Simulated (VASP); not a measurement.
Wanted: the native input for a VASP 6.6.1 run.

```
Task                   : single point
Functional             : BLYP
Potentials or basis    : VASP PAW PBE potentials, release 64 (Pb_d)
Cutoff                 : 520 eV
k mesh                 : 11 × 11 × 6
Occupations            : fermi-dirac, width 0.1 eV
Spin                   : no spin polarisation
Dipole correction      : no
Further INCAR settings : ALGO = Normal; EDIFF = 1e-07; NBANDS = 21
```

The structure of Pb lies in POSCAR:

```
Pb
1.0
    3.7470993492      0.0000000000      0.0000000000
   -1.8735496746      3.2450832269      0.0000000000
    0.0000000000      0.0000000000      6.1784845233
Pb
2
Direct
    0.3333333333      0.6666666667      0.2500000000
    0.6666666667      0.3333333333      0.7500000000
```

This isn't the form of Pb at room conditions, which is fcc.

The input as run:

INCAR

```
PREC = Accurate ; ENCUT = 520
EDIFF = 1E-7 ; ISMEAR = -1
SIGMA = 0.1 ; LREAL = F
LASPH = T ; NELM = 100
ALGO = Normal ; ISIF = 2
LWAVE = F ; LCHARG = F
GGA = B5 ; ALDAX = 1.0
AGGAX = 1.0 ; AGGAC = 1.0
ALDAC = 0.0 ; NBANDS = 21
```

KPOINTS

```
regular mesh
0
Gamma
  11 11 6
```

Potentials or basis: VASP PAW PBE potentials, release 64 (Pb_d).

Command:

```bash
$ cat potpaw_PBE.64/Pb_d/POTCAR > POTCAR
$ mpirun -np 1 vasp_std > vasp.out
```

Results of the run:

- Pressure: -2.1 GPa
- Band gap on the k mesh: zero (bands 14 and 15 overlap by 5.51 eV)

Caveat: the PAW data sets were made with another functional, which shifts forces and pressure a little; spin-orbit coupling is left out, which moves the levels of the heavy elements.

Run time: 34 s on 1 thread of Intel(R) Xeon(R) 6975P-C (Granite Rapids), on a shared host, peak memory 0.23 GiB.
